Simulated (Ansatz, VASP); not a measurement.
# One calculation of Sc2AlP3, two programs

```
CELL_PARAMETERS angstrom
5.08253 0.00000 0.00000
0.00000 5.08253 0.00000
0.00000 0.00000 5.19479
ATOMIC_POSITIONS crystal
Sc 0.50000 0.00000 0.36170
Sc 0.00000 0.50000 0.36170
Al 0.00000 0.00000 0.91985
P 0.50000 0.00000 0.86803
P 0.00000 0.50000 0.86803
P 0.00000 0.00000 0.40861
```

Alike in both runs: functional PBE; k mesh 4 × 4 × 4; occupations gaussian, width 0.1 eV; no spin polarisation.

Ansatz relaxed the structure, and its values are those at the end. VASP's run is a single point on that final structure, the one shown.

|  | VASP | Ansatz |
| --- | --- | --- |
| version | VASP 6.6.1 | Ansatz 0.2.0 |
| potentials or method | VASP PAW PBE potentials, release 64 (Sc_sv, Al, P), cutoff 520 eV | scalar-relativistic, plane waves, PAW |
| valence electrons in the cell | 40 | 40 |

VASP gave:

- gap on the k mesh at the Fermi level (eV): none
- pressure (GPa): 0.1

Task: What did Ansatz give for the same quantities?

Result: gap on the k mesh at the Fermi level (eV): none; pressure (GPa): 0.0.

A gap of «none» marks a metal or a gap that the smearing closes.
